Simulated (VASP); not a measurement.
Set up this calculation in VASP 6.6.1, as the native input.

- Task: single point
- Functional: LDA
- Potentials or basis: VASP PAW LDA potentials, release 64 (Ni)
- Cutoff: 600 eV
- k mesh: 10 × 10 × 10
- Occupations: fermi-dirac, width 0.1 eV
- Spin: no spin polarisation
- Dipole correction: no
- Further INCAR settings: ALGO = Normal; EDIFF = 1e-06; NBANDS = 11

The structure of Ni lies in POSCAR:

```
Ni
1.0
    0.0000000000      1.7104399105      1.7104399105
    1.7104399105      0.0000000000      1.7104399105
    1.7104399105      1.7104399105      0.0000000000
Ni
1
Direct
    0.0000000000      0.0000000000      0.0000000000
```

The input as run:

INCAR

```
SYSTEM = Ni
ALGO = Normal
EDIFF = 1E-6
ENCUT = 600
GGA = CA
GGA_COMPAT = .FALSE.
ISIF = 2
ISMEAR = -1
LASPH = .TRUE.
LCHARG = .FALSE.
LREAL = .FALSE.
LWAVE = .FALSE.
NBANDS = 11
NELM = 120
PREC = Accurate
SIGMA = 0.1
```

KPOINTS

```
k-points
0
G
  10 10 10
  0 0 0
```

Potentials or basis: VASP PAW LDA potentials, release 64 (Ni).

Launch:

```console
$ cat potpaw_LDA.64/Ni/POTCAR > POTCAR
$ mpirun -np 1 vasp_std > vasp.out
```

Results of the run:

```yaml
Pressure: -0.1 GPa
Band_gap_on_the_k_mesh: zero (band 5 reaches 10.34 eV, above the bottom of band 6 at 9.26 eV)
```

Caveat: the run has no spin polarisation, though such a crystal can be magnetic.

Wall time 11 s on 1 thread of Intel Xeon 8259CL (shared host), peak memory 0.12 GiB.
